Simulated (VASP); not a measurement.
# Tc (Fm-3m) in VASP: further runs

Tc is run at these levels: LDA, RPBE+U; tasks: single point.

All numbers are computed with VASP 6.6.1; they aren't measurements. Logs are shortened: lines on timing, memory, paths and dates and some standing lists are left out, and cuts for length are marked.

### 1 The cell of the first run

Symmetry: Fm-3m, No. 225, cubic system. The conventional cell has a = 3.900 Å, b = 3.900 Å, c = 3.900 Å, α = 90.00°, β = 90.00°, γ = 90.00°. Tc (site symmetry m-3m) has 12 Tc at 2.76 Å within 3.6 Å.

This isn't the form of Tc at room conditions, which is hcp.

### 2 Single point, LDA

The input, POSCAR:

```
Tc
1.0
    0.0000000000      1.9500000000      1.9500000000
    1.9500000000      0.0000000000      1.9500000000
    1.9500000000      1.9500000000      0.0000000000
Tc
1
Direct
    0.0000000000      0.0000000000      0.0000000000
```

The input, INCAR.step1:

```
PREC = Accurate
ENCUT = 520
EDIFF = 1E-6
ISMEAR = 1
SIGMA = 0.05
LREAL = False
LASPH = True
NELM = 100
ALGO = Normal
ISIF = 2
LWAVE = False
LCHARG = True
LMAXMIX = 4
NBANDS = 12
```

The input, KPOINTS.step1:

```
Automatic mesh
0
Gamma
  12 12 12
```

The input, INCAR.step2:

```
PREC = Accurate
ENCUT = 520
EDIFF = 1E-6
ISMEAR = -5
SIGMA = 0.05
LREAL = False
LASPH = True
NELM = 100
ALGO = Normal
ISIF = 2
LWAVE = False
LCHARG = False
LMAXMIX = 4
LORBIT = 10
NBANDS = 12
NEDOS = 2001
ICHARG = 11
```

The input, KPOINTS.step2:

```
Automatic mesh
0
Gamma
  18 18 18
```

Potentials or basis: VASP PAW LDA potentials, release 64 (Tc_pv).

The run is started by

```console
> cat potpaw_LDA.64/Tc_pv/POTCAR > POTCAR
> cp INCAR.step1 INCAR
> cp KPOINTS.step1 KPOINTS
> mpirun -np 1 vasp_std > vasp.out
> cp INCAR.step2 INCAR
> cp KPOINTS.step2 KPOINTS
> mpirun -np 1 vasp_std > vasp.out
```

OUTCAR:

```text
PREC = Accurate
   ENCUT = 520
   EDIFF = 1E-6
   ISMEAR = -5
   LREAL = False
   LASPH = True
   NELM = 100
   ISIF = 2
   LORBIT = 10
   ICHARG = 11

 ion  position               nearest neighbor table
   1  0.000  0.000  0.000-

  LATTYP: Found a face centered cubic cell.
 ALAT       =     3.9000000000

  Lattice vectors:

 A1 = (   0.0000000000,   1.9500000000,   1.9500000000)
 A2 = (   1.9500000000,   0.0000000000,   1.9500000000)
 A3 = (   1.9500000000,   1.9500000000,   0.0000000000)

Analysis of symmetry for initial positions (statically):
=====================================================================
 Subroutine PRICEL returns:
 Original cell was already a primitive cell.

 Routine SETGRP: Setting up the symmetry group for a
 face centered cubic supercell.

 Subroutine GETGRP returns: Found 48 space group operations
 (whereof 48 operations were pure point group operations)
 out of a pool of 48 trial point group operations.

The static configuration has the point symmetry O_h .

Analysis of symmetry for dynamics (positions and initial velocities):
=====================================================================
 Subroutine PRICEL returns:
 Original cell was already a primitive cell.

 Routine SETGRP: Setting up the symmetry group for a
 face centered cubic supercell.

 Subroutine GETGRP returns: Found 48 space group operations
 (whereof 48 operations were pure point group operations)
 out of a pool of 48 trial point group operations.

The dynamic configuration has the point symmetry O_h .

 Subroutine INISYM returns: Found 48 space group operations
 (whereof 48 operations are pure point group operations),
 and found     1 'primitive' translations

----------------------------------------------------------------------------------------

                                     Primitive cell

  volume of cell :      14.8297

  direct lattice vectors                    reciprocal lattice vectors
     0.000000000  1.950000000  1.950000000    -0.256410256  0.256410256  0.256410256
     1.950000000  0.000000000  1.950000000     0.256410256 -0.256410256  0.256410256
     1.950000000  1.950000000  0.000000000     0.256410256  0.256410256 -0.256410256

  length of vectors
     2.757716447  2.757716447  2.757716447     0.444115592  0.444115592  0.444115592

  position of ions in fractional coordinates (direct lattice)
     0.000000000  0.000000000  0.000000000

  ion indices of the primitive-cell ions
   primitive index   ion index
                 1           1

----------------------------------------------------------------------------------------

 KPOINTS: Automatic mesh

Automatic generation of k-mesh.
 Grid dimensions read from file:
 generate k-points for:   18   18   18

 Generating k-lattice:

  Cartesian coordinates                     Fractional coordinates (reciprocal lattice)
    -0.014245014  0.014245014  0.014245014     0.055555556  0.000000000  0.000000000
     0.014245014 -0.014245014  0.014245014     0.000000000  0.055555556  0.000000000
     0.014245014  0.014245014 -0.014245014     0.000000000  0.000000000  0.055555556

  Length of vectors
     0.024673088  0.024673088  0.024673088

  Shift w.r.t. Gamma in fractional coordinates (k-lattice)
     0.000000000  0.000000000  0.000000000

 TETIRR: Found    806 inequivalent tetrahedra from    34992

 Subroutine IBZKPT returns following result:
 ===========================================

 Found    195 irreducible k-points:

 Following reciprocal coordinates:
            Coordinates               Weight
  0.000000  0.000000  0.000000      1.000000
  0.055556  0.000000  0.000000      8.000000
  0.111111  0.000000  0.000000      8.000000
  0.166667  0.000000  0.000000      8.000000
  0.222222  0.000000  0.000000      8.000000
  0.277778  0.000000  0.000000      8.000000
[... 16 lines left out ...]
 -0.277778  0.055556  0.000000     24.000000
 -0.222222  0.055556  0.000000     24.000000
 [... further k-points ...]
   k-points           NKPTS =    195   k-points in BZ     NKDIM =    195   number of bands    NBANDS=     12
   number of dos      NEDOS =   2001   number of ions     NIONS =      1
   total plane-waves  NPLWV =  13824
   dimension x,y,z NGX =    24 NGY =   24 NGZ =   24
   dimension x,y,z NGXF=    48 NGYF=   48 NGZF=   48
   ions per type =               1
   NGX,Y,Z   is equivalent  to a cutoff of  14.47, 14.47, 14.47 a.u.
   NGXF,Y,Z  is equivalent  to a cutoff of  28.94, 28.94, 28.94 a.u.
 SYSTEM =  unknown system
   PREC   = accura    normal or accurate (medium, high low for compatibility)
   ISTART =      0    job   : 0-new  1-cont  2-samecut
   ICHARG =     11    charge: 1-file 2-atom 10-const
   ISPIN  =      1    spin polarized calculation?
   LNONCOLLINEAR =      F non collinear calculations
   LSORBIT =      F    spin-orbit coupling
   LASPH  =      T    aspherical Exc in radial PAW
   ENCUT  =  520.0 eV  38.22 Ry    6.18 a.u.   5.13  5.13  5.13*2*pi/ulx,y,z
   NELM   =    100;   NELMIN=  2; NELMDL=  0     # of ELM steps
   EDIFF  = 0.1E-05   stopping-criterion for ELM
   LREAL  =      F    real-space projection
   EDIFFG = 0.1E-04   stopping-criterion for IOM
   NSW    =      0    number of steps for IOM
   IBRION =     -1    ionic relax: 0-MD 1-quasi-New 2-CG
   NFREE  =      0    steps in history (QN), initial steepest desc. (CG)
   ISIF   =      2    stress and relaxation
   ISYM   =      2    0-nonsym 1-usesym 2-fastsym
   POTIM  = 0.5000    time-step for ionic-motion
   TEBEG  =    0.0;   TEEND  =   0.0 temperature during run
   PSTRESS=    0.0 pullay stress
   NELECT =      13.0000    total number of electrons
   NUPDOWN=      -1.0000    fix difference up-down
   EMIN   =  10.00;   EMAX   =-10.00  energy-range for DOS
   EFERMI =   0.00;   METHOD = LEGACY
   ISMEAR =    -5;   SIGMA  =   0.05  broadening in eV -4-tet -1-fermi 0-gaus
   EFERMI_NEDOS =   21; number of points for ismear=-14 and -15
   IALGO  =     38    algorithm
   IMIX   =      4    mixing-type and parameters
     AMIX     =   0.40;   BMIX     =  1.00
     AMIX_MAG =   1.60;   BMIX_MAG =  1.00
  volume/ion in A,a.u.               =      14.83       100.08
  Fermi-wavevector in a.u.,A,eV,Ry     =   1.566792  2.960808 33.400086  2.454837
  Thomas-Fermi vector in A             =   2.669068
   LORBIT       =     10    0 simple, 1 ext, 2 COOP (PROOUT), +10 PAW based schemes
   GGA     = CA    functional components
   LHFCALC =     F    Hartree Fock is set to
   AEXX    =    0.0000 exact exchange contribution
   IVDW    =     0    specifies the selected vdW correction
   LEPSILON=     F    determine dielectric tensor
   LRPA    =     F    only Hartree local field effects (RPA)
 non-spin polarized calculation
 Fermi weights with tetrahedron method with Bloechl corrections
  energy-cutoff  :      520.00
  volume of cell :       14.83
 maximum number of plane-waves:       411
 NGX is ok and might be reduce to    24

 number of electron      13.0000001 magnetization

 Free energy of the ion-electron system (eV)
  ---------------------------------------------------
  ext. energy  EPLUGINS =         0.00000000
  ---------------------------------------------------
  free energy    TOTEN  =       -11.59098954 eV

  energy without entropy =      -11.59098954  energy(sigma->0) =      -11.59098954

 E-fermi :  12.0760     XC(G=0): -13.8220

 val. band max:       12.0438334285   @ k =  -0.4444   0.3889   0.0556
 cond. band min:      11.9808769675   @ k =  -0.1667   0.2222   0.0556
 fundamental gap:     -0.0629564611
 Fermi energy:        12.0760076184

 k-point     1 :       0.0000    0.0000    0.0000
  band No.  band energies     occupation
      1     -26.1170      2.00000
      2     -26.1170      2.00000
      3     -26.1170      2.00000
      4       4.7230      2.00000
      5      10.3597      2.00000
      6      10.3597      2.00000
      7      10.3597      2.00000
      8      12.8581      0.00000
      9      12.8581      0.00000
     10      26.1144      0.00000
     11      31.4867      0.00000
     12      31.4867      0.00000

 k-point     2 :       0.0556    0.0000    0.0000
  band No.  band energies     occupation
      1     -26.1539      2.00000
      2     -26.1217      2.00000
      3     -26.1217      2.00000
      4       4.8515      2.00000
      5      10.2840      2.00000
      6      10.4160      2.00000
      7      10.4160      2.00000
      8      12.8179      0.00000
      9      12.8179      0.00000
     10      26.3448      0.00000
     11      30.8985      0.00000
     12      31.7052      0.00000

 k-point     3 :       0.1111    0.0000    0.0000
  band No.  band energies     occupation
      1     -26.2595      2.00000
      2     -26.1352      2.00000
      3     -26.1352      2.00000
      4       5.2187      2.00000
      5      10.0927      2.00000
      6      10.5627      2.00000
      7      10.5627      2.00000
      8      12.7294      0.00000
      9      12.7294      0.00000
     10      26.9753      0.00000
     11      29.6837      0.00000
     12      32.3420      0.00000
[... 286 lines left out ...]
 k-point    23 :      -0.2778    0.0556    0.0000
  band No.  band energies     occupation
      1     -26.8747      2.00000
      2     -26.2562      2.00000
      3     -26.2049      2.00000
      4       6.9218      2.00000
      5      10.2234      2.00000
      6      10.6036      2.00000
      7      10.7037      2.00000
      8      13.0275      0.00000
      9      13.9247      0.00000
     10      25.6562      0.00000
     11      28.5282      0.00000
     12      34.1444      0.00000

 k-point    24 :      -0.2222    0.0556    0.0000
  band No.  band energies     occupation
      1     -26.6822      2.00000
      2     -26.2286      2.00000
      3     -26.1776      2.00000
      4       6.6146      2.00000
      5       9.7690      2.00000
      6      10.7593      2.00000
      7      10.8467      2.00000
      8      12.5632     -0.00305
      9      13.3997      0.00000
     10      26.7529      0.00000
     11      28.9380      0.00000
     12      33.9708      0.00000

 [... further k-points ...]

------------------------ aborting loop because EDIFF is reached ----------------------------------------

  FORCE on cell =-STRESS in cart. coord.  units (eV):
  Direction    XX          YY          ZZ          XY          YZ          ZX
  --------------------------------------------------------------------------------------
  -------------------------------------------------------------------------------------
  Total       -1.8847151     -1.8847151     -1.8847151      0.0000000      0.0000000      0.0000000
  in kB     -203.6209525   -203.6209525   -203.6209525      0.0000000      0.0000000      0.0000000
  external PRESSURE =    -203.6209525 kB  Pullay stress =       0.0000000 kB

 VOLUME and BASIS-vectors are now :
 -----------------------------------------------------------------------------
  energy-cutoff  :      520.00
  volume of cell :       14.83
      direct lattice vectors                 reciprocal lattice vectors
     0.000000000  1.950000000  1.950000000    -0.256410256  0.256410256  0.256410256
     1.950000000  0.000000000  1.950000000     0.256410256 -0.256410256  0.256410256
     1.950000000  1.950000000  0.000000000     0.256410256  0.256410256 -0.256410256

 POSITION                                       TOTAL-FORCE (eV/Angst)
 -----------------------------------------------------------------------------------
      0.00000      0.00000      0.00000         0.000000      0.000000      0.000000
 -----------------------------------------------------------------------------------
    total drift:                               -0.000000     -0.000000     -0.000000

  FREE ENERGIE OF THE ION-ELECTRON SYSTEM (eV)
  ---------------------------------------------------
  free  energy   TOTEN  =       -11.5909895404 eV

  energy  without entropy=      -11.5909895404  energy(sigma->0) =      -11.59098954

 total charge

# of ion       s       p       d       tot
------------------------------------------
    1        0.466   6.473   5.057  11.997
```

Wall time 16 s (1 thread of Oxide Virtual Turin-like, shared host); peak memory 0.12 GiB.

Results:

- Valence electrons inside the program's atomic spheres: Tc 12.00

Levels at points of the mesh, in eV from the Fermi level:
```csv
k point,band 5,band 6,band 7,band 8,band 9,band 10
"(0.00, 0.00, 0.00)",-1.72,-1.72,-1.72,0.78,0.78,14.04
"(0.50, 0.00, 0.00)",-1.88,-1.88,1.24,2.74,2.74,10.35
"(0.50, 0.50, 0.00)",-5.11,2.68,3.30,3.30,3.75,12.79
```

### 3 Single point, RPBE+U, non-collinear spin, zero start, spin-orbit coupling

The input, INCAR:

```
PREC = Accurate
ENCUT = 520
EDIFF = 1E-6
ISMEAR = 1
SIGMA = 0.01
LREAL = False
LASPH = True
NELM = 150
ALGO = Normal
ISIF = 2
LWAVE = False
LCHARG = False
MAGMOM = 0 0 0
LORBIT = 11
LSORBIT = True
GGA_COMPAT = False
LORBMOM = True
LMAXMIX = 4
LDAU = True
LDAUTYPE = 2
LDAUL = 2
LDAUU = 2
LDAUJ = 0
LDAUPRINT = 1
GGA = RP
NBANDS = 24
```

The input, KPOINTS:

```
Automatic mesh
0
Gamma
  12 12 12
```

POSCAR is that of step 2.

Potentials or basis: VASP PAW PBE potentials, release 64 (Tc_pv).

The run is started by

```console
> cat potpaw_PBE.64/Tc_pv/POTCAR > POTCAR
> mpirun -np 1 vasp_ncl > vasp.out
```

Run time: 36 s. Hardware: 1 thread of Oxide Virtual Turin-like, shared host; peak memory 0.18 GiB.

It converged, with:

| Property | Result |
| --- | --- |
| Free energy | -7.2802 eV |
| Pressure | -3.0 GPa |
| Net moment | 0.00 μB per cell |
| Valence electrons inside the program's atomic spheres | Tc 11.99 |

Moments on the atoms (μB; x, y, z):
```
Tc  0.00 0.00 0.00
```

Caveat: the cell stands under tension; the PAW data sets were made with another functional, which shifts forces and pressure a little; the U is typed as a test and isn't derived for this compound. The state reached can hang on the start; a lower one may exist.
